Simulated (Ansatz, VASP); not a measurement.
Sn2Te3Pt: VASP beside Ansatz

```
CELL_PARAMETERS angstrom
5.83627 0.00000 0.00000
0.00000 5.83627 0.00000
0.00000 0.00000 5.66724
ATOMIC_POSITIONS crystal
Sn 0.00000 0.50000 0.50000
Sn 0.50000 0.00000 0.50000
Te 0.00000 0.00000 0.50000
Te 0.50000 0.50000 0.00000
Te 0.00000 0.00000 0.00000
Pt 0.50000 0.50000 0.50000
```

Alike in both runs: functional PBE; k mesh 6 × 6 × 8; occupations gaussian, width 0.1 eV; no spin polarisation.

Ansatz relaxed the structure, and its values are those at the end. VASP's run is a single point on that final structure, the one shown.

|  | VASP | Ansatz |
| --- | --- | --- |
| version | VASP 6.6.1 | Ansatz 0.2.0 |
| potentials or method | VASP PAW PBE potentials, release 64 (Sn_d, Te, Pt), cutoff 520 eV | scalar-relativistic, plane waves, PAW |
| valence electrons in the cell | 56 | 94 |

```tsv
	VASP	Ansatz	Ansatz less VASP
gap on the k mesh at the Fermi level (eV)	none	none	-
pressure (GPa)	0.0	0.0	+0.04
```

A gap of «none» marks a metal or a gap that the smearing closes. VASP's potentials hold 56 valence electrons a cell and Ansatz's 94, so a difference there can come from the potentials and not from the codes.

Spin-orbit coupling is off throughout.
